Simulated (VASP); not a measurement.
# Sc2Br (I-4m2) in VASP: relaxation of cell and atoms with PBE

Aim: the relaxation of cell and atoms of Sc2Br with PBE.

Program: VASP 6.6.1. These are calculated values, not measurements. Logs are shortened: lines on timing, memory, paths and dates and some standing lists are left out, and cuts for length are marked.

## 1. The cell of the first run

The structure is tetragonal, space group I-4m2 (No. 119). The conventional cell has a = 6.960 Å, b = 6.960 Å, c = 6.058 Å, α = 90.00°, β = 90.00°, γ = 90.00°. Within 2.8 Å of Sc (site symmetry m) lie 1 Br at 2.08 Å and 2 Sc at 2.65 Å. Br (site symmetry 2mm) has 1 Br at 2.02 Å and 2 Sc at 2.08 Å within 2.7 Å.

The cell was generated, and may not be a known phase.

## 2. Relaxation of cell and atoms, PBE

INCAR reads:

```
SYSTEM = Sc2Br
PREC     = Accurate       ! precision mode
ENCUT    = 600            ! plane-wave cutoff, eV
EDIFF    = 1E-7           ! SCF threshold, eV
ISMEAR   = 0              ! smearing method
SIGMA    = 0.1            ! smearing width, eV
LREAL    = .FALSE.        ! projectors in reciprocal space
LASPH    = .TRUE.         ! aspherical terms in the spheres
NELM     = 60             ! most SCF steps
ALGO     = Normal         ! electronic algorithm
ISIF     = 3              ! what is computed and relaxed
LWAVE    = .FALSE.        ! write WAVECAR
LCHARG   = .FALSE.        ! write CHGCAR
GGA      = PE             ! functional
IBRION   = 2              ! ionic algorithm
NSW      = 90             ! ionic steps
EDIFFG   = -0.04          ! ionic threshold
```

KPOINTS reads:

```
Automatic mesh
0
G
  4 4 4
  0 0 0
```

POSCAR reads:

```
Sc2Br
1.0
   -3.4800025385      3.4800025385      3.0291169178
    3.4800025385     -3.4800025385      3.0291169178
    3.4800025385      3.4800025385     -3.0291169178
Sc Br
4 2
Direct
    0.4137186480      0.1567385558      0.2569800922
    0.8997584636      0.1567385558      0.7430199078
    0.8432614442      0.5862813520      0.7430199078
    0.8432614442      0.1002415364      0.2569800922
    0.6666666667      0.6666666667      0.0000000000
    0.3333333333      0.3333333333      0.0000000000
```

Potentials or basis: VASP PAW PBE potentials, release 64 (Sc_sv, Br).

On the command line:

```console
$ cat potpaw_PBE.64/Sc_sv/POTCAR potpaw_PBE.64/Br/POTCAR > POTCAR
$ mpirun -np 1 vasp_std > vasp.out
```

OUTCAR:

```text
SYSTEM = Sc2Br
   PREC = Accurate
   ENCUT = 600
   EDIFF = 1E-7
   ISMEAR = 0
   LREAL = .FALSE.
   LASPH = .TRUE.
   NELM = 60
   ISIF = 3
   GGA = PE
   IBRION = 2
   NSW = 90
   EDIFFG = -0.04

 ion  position               nearest neighbor table
   1  0.414  0.157  0.257-   6 2.08   3 2.65   4 2.65   4 3.16   3 3.16   2 3.38
   2  0.900  0.157  0.743-   6 2.08   4 2.65   3 2.65   3 3.16   4 3.16   1 3.38
   3  0.843  0.586  0.743-   5 2.08   1 2.65   2 2.65   2 3.16   1 3.16   4 3.38
   4  0.843  0.100  0.257-   5 2.08   2 2.65   1 2.65   1 3.16   2 3.16   3 3.38
   5  0.667  0.667  0.000-   6 2.02   4 2.08   3 2.08
   6  0.333  0.333  0.000-   5 2.02   2 2.08   1 2.08

  LATTYP: Found a body centered tetragonal cell.
 ALAT       =     6.9600050770
 C/A-ratio  =     0.8704352610

  Lattice vectors:

 A1 = (  -3.4800025385,   3.4800025385,   3.0291169178)
 A2 = (   3.4800025385,  -3.4800025385,   3.0291169178)
 A3 = (   3.4800025385,   3.4800025385,  -3.0291169178)

Analysis of symmetry for initial positions (statically):
=====================================================================
 Subroutine PRICEL returns:
 Original cell was already a primitive cell.

 Routine SETGRP: Setting up the symmetry group for a
 body centered tetragonal supercell.

 Subroutine GETGRP returns: Found  8 space group operations
 (whereof  8 operations were pure point group operations)
 out of a pool of 16 trial point group operations.

The static configuration has the point symmetry D_2d.

Analysis of symmetry for dynamics (positions and initial velocities):
=====================================================================
 Subroutine PRICEL returns:
 Original cell was already a primitive cell.

 Routine SETGRP: Setting up the symmetry group for a
 body centered tetragonal supercell.

 Subroutine GETGRP returns: Found  8 space group operations
 (whereof  8 operations were pure point group operations)
 out of a pool of 16 trial point group operations.

The dynamic configuration has the point symmetry D_2d.

 Subroutine INISYM returns: Found  8 space group operations
 (whereof  8 operations are pure point group operations),
 and found     1 'primitive' translations

----------------------------------------------------------------------------------------

                                     Primitive cell

  volume of cell :     146.7355

  direct lattice vectors                    reciprocal lattice vectors
    -3.480002538  3.480002538  3.029116918     0.000000000  0.143678056  0.165064609
     3.480002538 -3.480002538  3.029116918     0.143678056  0.000000000  0.165064609
     3.480002538  3.480002538 -3.029116918     0.143678056  0.143678056  0.000000000

  length of vectors
     5.778960515  5.778960515  5.778960515     0.218837175  0.218837175  0.203191456

  position of ions in fractional coordinates (direct lattice)
     0.413718648  0.156738556  0.256980092
     0.899758464  0.156738556  0.743019908
     0.843261444  0.586281352  0.743019908
     0.843261444  0.100241536  0.256980092
     0.666666667  0.666666667  0.000000000
     0.333333333  0.333333333  0.000000000

  ion indices of the primitive-cell ions
   primitive index   ion index
                 1           1
                 2           2
                 3           3
                 4           4
                 5           5
                 6           6

----------------------------------------------------------------------------------------

 KPOINTS: Automatic mesh

Automatic generation of k-mesh.
 Grid dimensions read from file:
 generate k-points for:    4    4    4

 Generating k-lattice:

  Cartesian coordinates                     Fractional coordinates (reciprocal lattice)
     0.000000000  0.035919514  0.041266152     0.250000000  0.000000000  0.000000000
     0.035919514  0.000000000  0.041266152     0.000000000  0.250000000  0.000000000
     0.035919514  0.035919514  0.000000000     0.000000000  0.000000000  0.250000000

  Length of vectors
     0.054709294  0.054709294  0.050797864

  Shift w.r.t. Gamma in fractional coordinates (k-lattice)
     0.000000000  0.000000000  0.000000000

 Subroutine IBZKPT returns following result:
 ===========================================

 Found     13 irreducible k-points:

 Following reciprocal coordinates:
            Coordinates               Weight
  0.000000  0.000000  0.000000      1.000000
  0.250000 -0.000000  0.000000      8.000000
  0.500000 -0.000000  0.000000      4.000000
  0.250000  0.250000  0.000000      8.000000
  0.500000  0.250000  0.000000     16.000000
 -0.250000  0.250000  0.000000      4.000000
  0.500000  0.500000  0.000000      2.000000
  0.250000  0.250000  0.250000      2.000000
 -0.250000  0.250000  0.250000      4.000000
  0.500000  0.500000  0.250000      4.000000
 -0.250000  0.500000  0.250000      8.000000
 -0.250000 -0.250000  0.250000      2.000000
  0.500000  0.500000  0.500000      1.000000
   k-points           NKPTS =     13   k-points in BZ     NKDIM =     13   number of bands    NBANDS=     34
   number of dos      NEDOS =    301   number of ions     NIONS =      6
   total plane-waves  NPLWV = 110592
   dimension x,y,z NGX =    48 NGY =   48 NGZ =   48
   dimension x,y,z NGXF=    96 NGYF=   96 NGZF=   96
   ions per type =               4   2
   NGX,Y,Z   is equivalent  to a cutoff of  13.81, 13.81, 13.81 a.u.
   NGXF,Y,Z  is equivalent  to a cutoff of  27.62, 27.62, 27.62 a.u.
 SYSTEM =  Sc2Br
   PREC   = accura    normal or accurate (medium, high low for compatibility)
   ISTART =      0    job   : 0-new  1-cont  2-samecut
   ICHARG =      2    charge: 1-file 2-atom 10-const
   ISPIN  =      1    spin polarized calculation?
   LNONCOLLINEAR =      F non collinear calculations
   LSORBIT =      F    spin-orbit coupling
   LASPH  =      T    aspherical Exc in radial PAW
   ENCUT  =  600.0 eV  44.10 Ry    6.64 a.u.  11.54 11.54 11.54*2*pi/ulx,y,z
   NELM   =     60;   NELMIN=  2; NELMDL= -5     # of ELM steps
   EDIFF  = 0.1E-06   stopping-criterion for ELM
   LREAL  =      F    real-space projection
   EDIFFG = -.4E-01   stopping-criterion for IOM
   NSW    =     90    number of steps for IOM
   IBRION =      2    ionic relax: 0-MD 1-quasi-New 2-CG
   NFREE  =      1    steps in history (QN), initial steepest desc. (CG)
   ISIF   =      3    stress and relaxation
   ISYM   =      2    0-nonsym 1-usesym 2-fastsym
   POTIM  = 0.5000    time-step for ionic-motion
   TEBEG  =    0.0;   TEEND  =   0.0 temperature during run
   PSTRESS=    0.0 pullay stress
   NELECT =      58.0000    total number of electrons
   NUPDOWN=      -1.0000    fix difference up-down
   EMIN   =  10.00;   EMAX   =-10.00  energy-range for DOS
   EFERMI =   0.00;   METHOD = LEGACY
   ISMEAR =     0;   SIGMA  =   0.10  broadening in eV -4-tet -1-fermi 0-gaus
   EFERMI_NEDOS =   21; number of points for ismear=-14 and -15
   IALGO  =     38    algorithm
   IMIX   =      4    mixing-type and parameters
     AMIX     =   0.40;   BMIX     =  1.00
     AMIX_MAG =   1.60;   BMIX_MAG =  1.00
  volume/ion in A,a.u.               =      24.46       165.04
  Fermi-wavevector in a.u.,A,eV,Ry     =   1.201450  2.270412 19.639773  1.443483
  Thomas-Fermi vector in A             =   2.337259
   LORBIT       =      0    0 simple, 1 ext, 2 COOP (PROOUT), +10 PAW based schemes
   GGA     = PE    functional components
   LHFCALC =     F    Hartree Fock is set to
   AEXX    =    0.0000 exact exchange contribution
   IVDW    =     0    specifies the selected vdW correction
   LEPSILON=     F    determine dielectric tensor
   LRPA    =     F    only Hartree local field effects (RPA)
 conjugate gradient relaxation of ions
 non-spin polarized calculation
 Gauss-broadening in eV      SIGMA  =   0.10
  energy-cutoff  :      600.00
  volume of cell :      146.74
 maximum number of plane-waves:      4928
 NGX is ok and might be reduce to    48
   NGX = 23   NGY = 23   NGZ = 23

--------------------------------------- Ionic step        1  -------------------------------------------

 number of electron      57.9999997 magnetization

 Free energy of the ion-electron system (eV)
  ---------------------------------------------------
  ext. energy  EPLUGINS =         0.00000000
  ---------------------------------------------------
  free energy    TOTEN  =       -14.38550394 eV

  energy without entropy =      -14.34165621  energy(sigma->0) =      -14.36358008

------------------------ aborting loop because EDIFF is reached ----------------------------------------

  FORCE on cell =-STRESS in cart. coord.  units (eV):
  Direction    XX          YY          ZZ          XY          YZ          ZX
  --------------------------------------------------------------------------------------
  -------------------------------------------------------------------------------------
  Total       31.1859797     31.1859797     52.8410181      0.0000000      0.0000000      0.0000000
  in kB      340.5138845    340.5138845    576.9612018      0.0000000      0.0000000      0.0000000
  external PRESSURE =     419.3296569 kB  Pullay stress =       0.0000000 kB
[... 101 lines left out ...]
  FREE ENERGIE OF THE ION-ELECTRON SYSTEM (eV)
  ---------------------------------------------------
  free  energy   TOTEN  =       -26.4061972773 eV

  energy  without entropy=      -26.3407480505  energy(sigma->0) =      -26.37347266

[... ionic steps 4 to 36 ...]

--------------------------------------- Ionic step       37  -------------------------------------------

 number of electron      57.9999995 magnetization

------------------------ aborting loop because EDIFF is reached ----------------------------------------

  FORCE on cell =-STRESS in cart. coord.  units (eV):
  Direction    XX          YY          ZZ          XY          YZ          ZX
  --------------------------------------------------------------------------------------
  -------------------------------------------------------------------------------------
  Total        0.1308624      0.1308624      0.0954181      0.0000000     -0.0000000      0.0000000
  in kB        1.1859314      1.1859314      0.8647200      0.0000000     -0.0000000      0.0000000
  external PRESSURE =       1.0788609 kB  Pullay stress =       0.0000000 kB
[... 65 lines left out ...]
  energy  without entropy=      -27.9047833991  energy(sigma->0) =      -27.93461295

--------------------------------------- Ionic step       39  -------------------------------------------

 number of electron      57.9999998 magnetization

 Free energy of the ion-electron system (eV)
  ---------------------------------------------------
  ext. energy  EPLUGINS =         0.00000000
  ---------------------------------------------------
  free energy    TOTEN  =       -27.96481704 eV

  energy without entropy =      -27.90453672  energy(sigma->0) =      -27.93467688

 E-fermi :   3.2188     XC(G=0):  -8.8528

 val. band max:        3.2149259809   @ k =   0.5000   0.2500   0.0000
 cond. band min:       3.2298211674   @ k =  -0.2500   0.5000   0.2500
 fundamental gap:      0.0148951865
 Fermi energy:         3.2188332655

 k-point     1 :       0.0000    0.0000    0.0000
  band No.  band energies     occupation
      1     -46.9825      2.00000
      2     -46.9539      2.00000
      3     -46.9496      2.00000
      4     -46.9496      2.00000
      5     -25.7011      2.00000
      6     -25.6701      2.00000
[... 503 lines left out ...]
  FREE ENERGIE OF THE ION-ELECTRON SYSTEM (eV)
  ---------------------------------------------------
  free  energy   TOTEN  =       -27.9648170365 eV

  energy  without entropy=      -27.9045367174  energy(sigma->0) =      -27.93467688

 reached required accuracy - stopping structural energy minimisation
```

Wall time 34 min (1 thread of Intel Xeon Platinum 8559C (Emerald Rapids), shared host); peak memory 0.38 GiB.

Results:

```yaml
Free_energy: -27.9648 eV
Relaxed_volume: 29.64 Å³/atom
Relaxed_cell: a = 6.211 Å, b = 6.211 Å, c = 6.211 Å, α = 103.64°, β = 103.64°, γ = 121.89°
Space_group_after_relaxing_to_0.1_Å: I4/mmm (No. 139)
Energy_gained_by_relaxing: 2263.2 meV/atom
Ionic_steps: 39
Pressure_after_relaxing: -0.1 GPa
Largest_force_after_relaxing: 0.028 eV/Å
Band_gap_on_the_k_mesh: zero (bands 29 and 30 overlap by 0.54 eV)
```

Forces on the atoms (eV/Å):
```
Sc   0.000 -0.003 -0.026
Sc   0.000  0.003 -0.026
Sc   0.003  0.000  0.026
Sc  -0.003  0.000  0.026
Br   0.000  0.000  0.028
Br   0.000  0.000 -0.028
```

Stress tensor (GPa, compression positive):
```
-0.17  0.00  0.00
 0.00 -0.17  0.00
 0.00  0.00  0.03
```

The path:
```
step  energy change (eV)  largest force (eV/Å)  pressure (GPa)  volume (Å³)
   1              0.0000                7.9191           41.93       146.74
   2            -10.1429                1.0519           -4.47       327.08
   3            -12.0207                0.7893           -0.71       238.58
   4            -12.0183                0.7863           -0.48       236.46
   5            -12.0931                0.3819            0.11       231.83
   6            -12.1135                0.4295            0.70       227.86
   7            -12.1608                0.2394            0.17       231.37
   8            -12.1753                0.1408           -0.27       234.67
   9            -12.1894                0.1387           -0.15       232.90
  10            -12.2245                0.2127            0.27       227.61
  11            -12.2277                0.7356            1.28       217.12
  12            -12.2392                0.4370            0.72       222.60
  13            -12.2431                0.4485            0.72       222.40
  14            -12.2547                0.4842            0.72       221.78
  15            -12.2771                0.5619            0.73       220.52
  16            -12.3149                0.7364            0.79       217.94
  17            -12.3201                1.1518            1.09       212.53
  18            -12.3309                0.9401            0.91       215.30
  19            -12.3831                0.9169            0.60       215.53
  20            -12.4657                0.8859           -0.13       215.97
  21            -12.5286                0.7740           -0.38       215.67
  22            -12.6779                0.4996           -1.05       214.77
  23            -12.8428                0.2548           -1.91       212.98
  24            -12.7844                0.7931           -1.89       209.37
  25            -12.8764                0.3997           -2.14       211.60
  26            -12.9653                0.5611           -1.51       204.79
  27            -13.0403                0.8908           -0.07       193.48
  28            -13.1314                0.7825           -0.05       190.36
  29            -13.3072                0.6650            0.41       181.18
  30            -12.9889                2.4438            3.62       163.54
  31            -13.3196                0.8547            0.82       177.95
  32            -13.4289                0.5277            0.46       177.77
  33            -13.5175                0.3529            0.05       177.37
  34            -13.5390                0.2721           -0.03       177.54
  35            -13.5649                0.1229           -0.13       177.99
  36            -13.5756                0.0686            0.03       177.18
  37            -13.5769                0.0710            0.11       176.79
  38            -13.5789                0.0446           -0.02       177.45
  39            -13.5793                0.0283           -0.10       177.86
```

Final structure:
```
CELL_PARAMETERS angstrom
-3.83923 3.83923 3.01664
3.83923 -3.83923 3.01664
3.83923 3.83923 -3.01664
ATOMIC_POSITIONS crystal
Sc 0.30179 0.00242 0.29937
Sc 0.70306 0.00242 0.70063
Sc 0.99758 0.69821 0.70063
Sc 0.99758 0.29694 0.29937
Br 0.74434 0.74434 0.00000
Br 0.25566 0.25566 0.00000
```

Levels at points of the mesh, in eV from the Fermi level:
```csv
k point,band 27,band 28,band 29,band 30,band 31,band 32
"(0.00, 0.00, 0.00)",-0.38,0.02,0.31,0.47,0.47,0.58
"(0.50, 0.00, 0.00)",-0.36,-0.21,-0.16,0.12,0.16,0.66
"(0.50, 0.50, 0.00)",-0.68,-0.46,-0.44,0.00,0.08,0.09
"(0.50, 0.50, 0.50)",-0.39,-0.33,-0.27,-0.13,0.22,0.22
```

Caveat: the volume moved by over 15 % at a fixed basis, so the end points are rough.
